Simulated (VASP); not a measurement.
# Sc (I4/mmm) in VASP: further runs, part 2 of 2

VASP 6.6.1. Earlier steps stand in the parts before.

### Step 3. Single point, PBEsol (strain -0.015 along x and y, +0.030 along z)

Contents of INCAR:

```
SYSTEM = Sc
ALGO = Normal
EDIFF = 1E-6
ENCUT = 520
GGA = PS
ISIF = 2
ISMEAR = 0
LASPH = .TRUE.
LCHARG = .FALSE.
LREAL = .FALSE.
LWAVE = .FALSE.
NBANDS = 12
NELM = 60
PREC = Accurate
SIGMA = 0.15
```

Contents of KPOINTS:

```
k-points
0
G
  18 18 18
  0 0 0
```

Contents of POSCAR:

```
Sc
1.0
    0.0000000000      2.2364425000      2.3386150000
    2.2364425000      0.0000000000      2.3386150000
    2.2364425000      2.2364425000      0.0000000000
Sc
1
Direct
    0.0000000000      0.0000000000      0.0000000000
```

Potentials or basis: VASP PAW PBE potentials, release 64 (Sc_sv).

The run is started by

```
cat potpaw_PBE.64/Sc_sv/POTCAR > POTCAR
mpirun -np 1 vasp_std > vasp.out
```

OUTCAR:

```text
SYSTEM = Sc
   EDIFF = 1E-6
   ENCUT = 520
   GGA = PS
   ISIF = 2
   ISMEAR = 0
   LASPH = .TRUE.
   LREAL = .FALSE.
   NELM = 60
   PREC = Accurate

 ion  position               nearest neighbor table
   1  0.000  0.000  0.000-

  LATTYP: Found a body centered tetragonal cell.
 ALAT       =     3.1628073150
 C/A-ratio  =     1.4788223038

  Lattice vectors:

 A1 = (  -2.2364425000,   0.0000000000,   2.3386150000)
 A2 = (   2.2364425000,   0.0000000000,   2.3386150000)
 A3 = (   0.0000000000,   2.2364425000,  -2.3386150000)

Analysis of symmetry for initial positions (statically):
=====================================================================
 Subroutine PRICEL returns:
 Original cell was already a primitive cell.

 Routine SETGRP: Setting up the symmetry group for a
 body centered tetragonal supercell.

 Subroutine GETGRP returns: Found 16 space group operations
 (whereof 16 operations were pure point group operations)
 out of a pool of 16 trial point group operations.

The static configuration has the point symmetry D_4h.

Analysis of symmetry for dynamics (positions and initial velocities):
=====================================================================
 Subroutine PRICEL returns:
 Original cell was already a primitive cell.

 Routine SETGRP: Setting up the symmetry group for a
 body centered tetragonal supercell.

 Subroutine GETGRP returns: Found 16 space group operations
 (whereof 16 operations were pure point group operations)
 out of a pool of 16 trial point group operations.

The dynamic configuration has the point symmetry D_4h.

 Subroutine INISYM returns: Found 16 space group operations
 (whereof 16 operations are pure point group operations),
 and found     1 'primitive' translations

----------------------------------------------------------------------------------------

                                     Primitive cell

  volume of cell :      23.3940

  direct lattice vectors                    reciprocal lattice vectors
     0.000000000  2.236442500  2.338615000    -0.223569352  0.223569352  0.213801759
     2.236442500  0.000000000  2.338615000     0.223569352 -0.223569352  0.213801759
     2.236442500  2.236442500  0.000000000     0.223569352  0.223569352 -0.213801759

  length of vectors
     3.235860809  3.235860809  3.162807315     0.381677484  0.381677484  0.381677484

  position of ions in fractional coordinates (direct lattice)
     0.000000000  0.000000000  0.000000000

  ion indices of the primitive-cell ions
   primitive index   ion index
                 1           1

----------------------------------------------------------------------------------------

 KPOINTS: k-points

Automatic generation of k-mesh.
 Grid dimensions read from file:
 generate k-points for:   18   18   18

 Generating k-lattice:

  Cartesian coordinates                     Fractional coordinates (reciprocal lattice)
    -0.012420520  0.012420520  0.011877875     0.055555556  0.000000000  0.000000000
     0.012420520 -0.012420520  0.011877875     0.000000000  0.055555556  0.000000000
     0.012420520  0.012420520 -0.011877875    -0.000000000 -0.000000000  0.055555556

  Length of vectors
     0.021204305  0.021204305  0.021204305

  Shift w.r.t. Gamma in fractional coordinates (k-lattice)
     0.000000000  0.000000000  0.000000000

 Subroutine IBZKPT returns following result:
 ===========================================

 Found    480 irreducible k-points:

 Following reciprocal coordinates:
            Coordinates               Weight
  0.000000  0.000000  0.000000      1.000000
  0.055556  0.000000  0.000000      8.000000
  0.111111  0.000000  0.000000      8.000000
  0.166667  0.000000  0.000000      8.000000
  0.222222 -0.000000  0.000000      8.000000
  0.277778  0.000000  0.000000      8.000000
[... 16 lines left out ...]
 -0.277778  0.055556  0.000000      8.000000
 -0.222222  0.055556  0.000000      8.000000
 [... further k-points ...]
   k-points           NKPTS =    480   k-points in BZ     NKDIM =    480   number of bands    NBANDS=     12
   number of dos      NEDOS =    301   number of ions     NIONS =      1
   total plane-waves  NPLWV =  13824
   dimension x,y,z NGX =    24 NGY =   24 NGZ =   24
   dimension x,y,z NGXF=    48 NGYF=   48 NGZF=   48
   ions per type =               1
   NGX,Y,Z   is equivalent  to a cutoff of  12.33, 12.33, 12.62 a.u.
   NGXF,Y,Z  is equivalent  to a cutoff of  24.66, 24.66, 25.23 a.u.
 SYSTEM =  Sc
   PREC   = accura    normal or accurate (medium, high low for compatibility)
   ISTART =      0    job   : 0-new  1-cont  2-samecut
   ICHARG =      2    charge: 1-file 2-atom 10-const
   ISPIN  =      1    spin polarized calculation?
   LNONCOLLINEAR =      F non collinear calculations
   LSORBIT =      F    spin-orbit coupling
   LASPH  =      T    aspherical Exc in radial PAW
   ENCUT  =  520.0 eV  38.22 Ry    6.18 a.u.   6.02  6.02  5.88*2*pi/ulx,y,z
   NELM   =     60;   NELMIN=  2; NELMDL= -5     # of ELM steps
   EDIFF  = 0.1E-05   stopping-criterion for ELM
   LREAL  =      F    real-space projection
   EDIFFG = 0.1E-04   stopping-criterion for IOM
   NSW    =      0    number of steps for IOM
   IBRION =     -1    ionic relax: 0-MD 1-quasi-New 2-CG
   NFREE  =      0    steps in history (QN), initial steepest desc. (CG)
   ISIF   =      2    stress and relaxation
   ISYM   =      2    0-nonsym 1-usesym 2-fastsym
   POTIM  = 0.5000    time-step for ionic-motion
   TEBEG  =    0.0;   TEEND  =   0.0 temperature during run
   PSTRESS=    0.0 pullay stress
   NELECT =      11.0000    total number of electrons
   NUPDOWN=      -1.0000    fix difference up-down
   EMIN   =  10.00;   EMAX   =-10.00  energy-range for DOS
   EFERMI =   0.00;   METHOD = LEGACY
   ISMEAR =     0;   SIGMA  =   0.15  broadening in eV -4-tet -1-fermi 0-gaus
   EFERMI_NEDOS =   21; number of points for ismear=-14 and -15
   IALGO  =     38    algorithm
   IMIX   =      4    mixing-type and parameters
     AMIX     =   0.40;   BMIX     =  1.00
     AMIX_MAG =   1.60;   BMIX_MAG =  1.00
  volume/ion in A,a.u.               =      23.39       157.87
  Fermi-wavevector in a.u.,A,eV,Ry     =   1.273027  2.405672 22.049575  1.620598
  Thomas-Fermi vector in A             =   2.405873
   LORBIT       =      0    0 simple, 1 ext, 2 COOP (PROOUT), +10 PAW based schemes
   GGA     = PS    functional components
   LHFCALC =     F    Hartree Fock is set to
   AEXX    =    0.0000 exact exchange contribution
   IVDW    =     0    specifies the selected vdW correction
   LEPSILON=     F    determine dielectric tensor
   LRPA    =     F    only Hartree local field effects (RPA)
 non-spin polarized calculation
 Gauss-broadening in eV      SIGMA  =   0.15
  energy-cutoff  :      520.00
  volume of cell :       23.39
 maximum number of plane-waves:       652
   NGX = 13   NGY = 13   NGZ = 11

 number of electron      10.9999999 magnetization

 Free energy of the ion-electron system (eV)
  ---------------------------------------------------
  ext. energy  EPLUGINS =         0.00000000
  ---------------------------------------------------
  free energy    TOTEN  =        -6.56614084 eV

  energy without entropy =       -6.54543985  energy(sigma->0) =       -6.55579035

 E-fermi :   3.9466     XC(G=0): -10.2024

 val. band max:        3.9457155100   @ k =   0.3889   0.2778   0.0556
 cond. band min:       3.9487484891   @ k =  -0.1667   0.2778   0.1667
 fundamental gap:      0.0030329791
 Fermi energy:         3.9465917368

 k-point     1 :       0.0000    0.0000    0.0000
  band No.  band energies     occupation
      1     -45.1401      2.00000
      2     -23.6100      2.00000
      3     -23.6100      2.00000
      4     -23.6090      2.00000
      5      -1.3501      2.00000
      6       5.3892      0.00000
      7       5.7047      0.00000
      8       5.7047      0.00000
      9       6.8771      0.00000
     10       7.2502      0.00000
     11      16.7831      0.00000
     12      19.8197      0.00000
[... 331 lines left out ...]
 k-point    24 :      -0.2222    0.0556    0.0000
  band No.  band energies     occupation
      1     -45.1021      2.00000
      2     -23.8499      2.00000
      3     -23.6577      2.00000
      4     -23.6275      2.00000
      5       0.1520      2.00000
      6       4.7096      0.00000
      7       5.6316      0.00000
      8       6.0263      0.00000
      9       6.9443      0.00000
     10       7.2465      0.00000
     11      15.0305      0.00000
     12      17.2853      0.00000

 [... further k-points ...]

------------------------ aborting loop because EDIFF is reached ----------------------------------------

  FORCE on cell =-STRESS in cart. coord.  units (eV):
  Direction    XX          YY          ZZ          XY          YZ          ZX
  --------------------------------------------------------------------------------------
  -------------------------------------------------------------------------------------
  Total        0.1427474      0.1427474     -0.0684927      0.0000000      0.0000000     -0.0000000
  in kB        9.7763028      9.7763028     -4.6908401      0.0000000      0.0000000     -0.0000000
  external PRESSURE =       4.9539218 kB  Pullay stress =       0.0000000 kB

 VOLUME and BASIS-vectors are now :
 -----------------------------------------------------------------------------
  energy-cutoff  :      520.00
  volume of cell :       23.39
      direct lattice vectors                 reciprocal lattice vectors
     0.000000000  2.236442500  2.338615000    -0.223569352  0.223569352  0.213801759
     2.236442500  0.000000000  2.338615000     0.223569352 -0.223569352  0.213801759
     2.236442500  2.236442500  0.000000000     0.223569352  0.223569352 -0.213801759

 POSITION                                       TOTAL-FORCE (eV/Angst)
 -----------------------------------------------------------------------------------
      0.00000      0.00000      0.00000        -0.000000      0.000000     -0.000000
 -----------------------------------------------------------------------------------
    total drift:                               -0.000000      0.000000      0.000000

  FREE ENERGIE OF THE ION-ELECTRON SYSTEM (eV)
  ---------------------------------------------------
  free  energy   TOTEN  =        -6.5661408421 eV

  energy  without entropy=       -6.5454398525  energy(sigma->0) =       -6.55579035
```

Wall time 86 s (1 thread of Oxide Virtual Turin-like, shared host); peak memory 0.21 GiB.

Results:

```yaml
Free_energy: -6.5661 eV
Pressure: 0.5 GPa
Band_gap_on_the_k_mesh: zero (an odd number of electrons rules out a gap without spin polarisation)
```

Levels at points of the mesh, in eV from the Fermi level:
| k point | band 1 | band 2 | band 3 | band 4 | band 5 | band 6 | band 7 | band 8 | band 9 | band 10 |
| --- | --- | --- | --- | --- | --- | --- | --- | --- | --- | --- |
| (0.00, 0.00, 0.00) | -49.09 | -27.56 | -27.56 | -27.56 | -5.30 | 1.44 | 1.76 | 1.76 | 2.93 | 3.30 |
| (0.50, 0.00, 0.00) | -49.01 | -28.04 | -27.63 | -27.60 | -1.84 | 0.34 | 1.36 | 1.70 | 4.03 | 4.16 |
| (0.50, 0.50, 0.00) | -49.00 | -28.00 | -27.70 | -27.70 | -1.68 | -0.65 | 1.67 | 4.11 | 4.34 | 4.34 |
| (0.50, 0.00, 0.50) | -48.98 | -28.01 | -27.76 | -27.71 | -1.62 | -0.73 | 2.33 | 4.07 | 4.23 | 4.47 |

Caveat: the cell differs from its parent crystal (strain -0.015 along x and y, +0.030 along z); the PAW data sets were made with another functional, which shifts forces and pressure a little.

### Step 4. Single point, PBEsol (strain +0.000 along x and y, +0.015 along z)

Contents of INCAR:

```
SYSTEM = Sc
PREC = Accurate ; ENCUT = 520
EDIFF = 1E-6 ; ISMEAR = 0
SIGMA = 0.15 ; LREAL = .False.
LASPH = .True. ; NELM = 60
ALGO = Normal ; ISIF = 2
LWAVE = .False. ; LCHARG = .True.
GGA = PS ; LELF = .True.
LVHAR = .True. ; NBANDS = 12
```

Contents of KPOINTS:

```
regular mesh
0
Gamma
  18 18 18
  0 0 0
```

Contents of POSCAR:

```
Sc
1.0
    0.0000000000      2.2705000000      2.3045575000
    2.2705000000      0.0000000000      2.3045575000
    2.2705000000      2.2705000000      0.0000000000
Sc
1
Direct
    0.0000000000      0.0000000000      0.0000000000
```

The run is started by

```
cat potpaw_PBE.64/Sc_sv/POTCAR > POTCAR
mpirun -np 1 vasp_std > vasp.out
```

Wall time 85 s (1 thread of Oxide Virtual Turin-like, shared host); peak memory 0.21 GiB.

The run converged. Its results:

```
Free energy            : -6.5692 eV
Pressure               : -0.3 GPa
Band gap on the k mesh : zero (an odd number of electrons rules out a gap without spin polarisation)
```

Stress tensor (GPa, compression positive):
```
-0.19  0.00  0.00
 0.00 -0.19  0.00
 0.00  0.00 -0.64
```

Levels at points of the mesh, in eV from the Fermi level:
```
           k point  band 1  band 2  band 3  band 4  band 5  band 6  band 7  band 8  band 9  band 10
(0.00, 0.00, 0.00)  -49.13  -27.61  -27.61  -27.61   -5.27    1.56    1.66    1.66    3.02     3.14
(0.50, 0.00, 0.00)  -49.05  -28.06  -27.67  -27.66   -1.82    0.31    1.45    1.56    4.00     4.05
(0.50, 0.50, 0.00)  -49.03  -28.03  -27.76  -27.76   -1.62   -0.66    1.90    4.02    4.27     4.27
(0.50, 0.00, 0.50)  -49.03  -28.03  -27.78  -27.76   -1.60   -0.69    2.12    4.02    4.24     4.31
```

Caveat: the cell differs from its parent crystal (strain +0.000 along x and y, +0.015 along z); the PAW data sets were made with another functional, which shifts forces and pressure a little.

### Step 5. Single point, PBEsol (strain +0.015 along x and y, -0.015 along z)

Contents of INCAR:

```
ALGO = Normal ; EDIFF = 1E-6
ENCUT = 520 ; GGA = PS
ISIF = 2 ; ISMEAR = 0
LASPH = T ; LCHARG = F
LREAL = F ; LWAVE = F
NBANDS = 12 ; NELM = 80
PREC = Accurate ; SIGMA = 0.15
```

Contents of KPOINTS:

```
k-points
0
Gamma
  18 18 18
```

Contents of POSCAR:

```
Sc
1.0
    0.0000000000      2.3045575000      2.2364425000
    2.3045575000      0.0000000000      2.2364425000
    2.3045575000      2.3045575000      0.0000000000
Sc
1
Direct
    0.0000000000      0.0000000000      0.0000000000
```

The run is started by

```
cat potpaw_PBE.64/Sc_sv/POTCAR > POTCAR
mpirun -np 1 vasp_std > vasp.out
```

It took 73 s on 1 thread of Oxide Virtual Turin-like, shared host; peak memory 0.21 GiB.

The run converged. Its results:

- Free energy: -6.5683 eV
- Pressure: -0.3 GPa
- Band gap on the k mesh: zero (an odd number of electrons rules out a gap without spin polarisation)

Stress tensor (GPa, compression positive):
```
-0.60  0.00  0.00
 0.00 -0.60  0.00
 0.00  0.00  0.22
```

Levels at points of the mesh, in eV from the Fermi level:
```tsv
k point	band 2	band 3	band 4	band 5	band 6	band 7	band 8	band 9
(0.00, 0.00, 0.00)	-27.61	-27.61	-27.61	-5.27	1.56	1.56	1.76	2.96
(0.50, 0.00, 0.00)	-28.06	-27.67	-27.66	-1.82	0.31	1.39	1.62	3.98
(0.50, 0.50, 0.00)	-28.03	-27.78	-27.78	-1.58	-0.73	2.35	4.01	4.28
(0.50, 0.00, 0.50)	-28.03	-27.77	-27.75	-1.62	-0.66	1.90	4.02	4.20
```

Caveat: the cell differs from its parent crystal (strain +0.015 along x and y, -0.015 along z); the PAW data sets were made with another functional, which shifts forces and pressure a little.

### Step 6. Overview

| cell | gap on the mesh (eV) | pressure (GPa) |
| --- | --- | --- |
| a = 3.211, b = 3.211, c = 3.163 Å, angles 60.5, 60.5, 59.0°, 1 atom | none | 1.3 |
| a = 3.236, b = 3.236, c = 3.163 Å, angles 60.7, 60.7, 58.5°, 1 atom | none | 0.5 |
| a = 3.235, b = 3.235, c = 3.211 Å, angles 60.2, 60.2, 59.5°, 1 atom | none | -0.3 |
| a = 3.211, b = 3.211, c = 3.259 Å, angles 59.5, 59.5, 61.0°, 1 atom | none | -0.3 |

Alike in all rows: task single point; level PBEsol; potentials or basis VASP PAW PBE potentials, release 64 (Sc_sv); no spin polarisation; k mesh 18 × 18 × 18; cutoff (eV) 520; smearing gaussian 0.15 eV.

Caveats: the PAW data sets were made with another functional, which shifts forces and pressure a little.

Absolute energies hang on the potentials; compare differences alone.
